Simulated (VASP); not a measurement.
Here is a VASP 6.6.1 calculation.

INCAR

```
SYSTEM = CdSe
PREC = Accurate ; ENCUT = 500
EDIFF = 1E-6 ; ISMEAR = -1
SIGMA = 0.05 ; LREAL = .False.
LASPH = .True. ; NELM = 120
ALGO = Normal ; ISIF = 2
LWAVE = .False. ; LCHARG = .False.
GGA = PE ; NBANDS = 26
GGA_COMPAT = .False.
```

File KPOINTS:

```
Automatic mesh
0
Gamma
  6 6 4
  0 0 0
```

POSCAR

```
CdSe
1.0
    4.4655449276      0.0000000000      0.0000000000
   -2.2327724638      3.8672753529      0.0000000000
    0.0000000000      0.0000000000      7.2902617190
Cd Se
2 2
Direct
    0.3333333333      0.6666666667      0.0000000000
    0.6666666667      0.3333333333      0.5000000000
    0.3333333333      0.6666666667      0.3850000000
    0.6666666667      0.3333333333      0.8850000000
```

Potentials or basis: VASP PAW PBE potentials, release 64 (Cd, Se).

Command:

```sh
$ cat potpaw_PBE.64/Cd/POTCAR potpaw_PBE.64/Se/POTCAR > POTCAR
$ mpirun -np 1 vasp_std > vasp.out
```

Task: Estimate the band gap on the k mesh.

Result: 0.44 eV.

Task: Predict the largest force.

Result: 0.188 eV/Å.

Task: What does it give for the pressure?

Result: -1.9 GPa.

Stress tensor (GPa, compression positive):
```
-1.63  0.00  0.00
 0.00 -1.63  0.00
 0.00  0.00 -2.54
```

Expect the measured gap to be larger: semilocal functionals such as PBE lack the derivative discontinuity.
